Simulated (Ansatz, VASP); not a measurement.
AlCo in VASP and in Ansatz

Contents of INCAR:

```
SYSTEM = AlCo
ALGO     = Normal         ! electronic algorithm
EDIFF    = 1E-7           ! SCF threshold, eV
ENCUT    = 520            ! plane-wave cutoff, eV
GGA      = PS             ! functional
ISIF     = 2              ! what is computed and relaxed
ISMEAR   = 0              ! smearing method
LASPH    = .True.         ! aspherical terms in the spheres
LCHARG   = .False.        ! write CHGCAR
LREAL    = .False.        ! projectors in reciprocal space
LWAVE    = .False.        ! write WAVECAR
NBANDS   = 13             ! bands
NELM     = 60             ! most SCF steps
PREC     = Accurate       ! precision mode
SIGMA    = 0.15           ! smearing width, eV
```

KPOINTS

```
k-points
0
Gamma
  16 16 16
  0 0 0
```

File POSCAR:

```
AlCo
1.0
    2.7066270816      0.0000000000      0.0000000000
    0.0000000000      2.7066270816      0.0000000000
    0.0000000000      0.0000000000      3.0449554668
Al Co
1 1
Direct
    0.0000000000      0.0000000000      0.0000000000
    0.5000000000      0.5000000000      0.5000000000
```

Input for Ansatz:

```yaml
crystal:
  lattice:
    - [2.7066270816, 0.0, 0.0]
    - [0.0, 2.7066270816, 0.0]
    - [0.0, 0.0, 3.0449554668]
  atoms:
    - { symbol: Al, position: [0.0, 0.0, 0.0] }
    - { symbol: Co, position: [0.5, 0.5, 0.5] }
basis:
  ecutwfc: 420
kpoints:
  mp_grid: { grid: [16, 16, 16] }
hamiltonian:
  xc: pbesol
scf:
  occupations: { method: gaussian, width: 0.15 }
output:
  forces: true
  stress: true
  eigenvalues: true
```

Change from the starting cell: strain -0.040 along x and y, +0.080 along z, atoms carried along.

Alike in both runs: task single point; functional PBEsol; k mesh 16 × 16 × 16; occupations gaussian, width 0.15 eV; no spin polarisation.

```csv
,VASP,Ansatz
version,VASP 6.6.1,Ansatz 0.2.0
potentials or method,"VASP PAW PBE potentials, release 64 (Al, Co), cutoff 520 eV","scalar-relativistic, plane waves, PAW"
valence electrons in the cell,12,20
```

Ansatz gave:

```
gap on the k mesh at the Fermi level (eV)                     : none
pressure (GPa)                                                : 3.1
traceless stress, the component that is largest in VASP (GPa) : -9.16
```

Which values does VASP return?

gap on the k mesh at the Fermi level (eV): none; pressure (GPa): 3.2; traceless stress, the component that is largest in VASP (GPa): -9.21.

VASP's potentials were made for PBE, not for PBEsol. A gap of «none» marks a metal or a gap that the smearing closes. The functional is the same, so the differences come from potentials, cutoffs and numerics. VASP's potentials hold 12 valence electrons a cell and Ansatz's 20, so a difference there can come from the potentials and not from the codes.
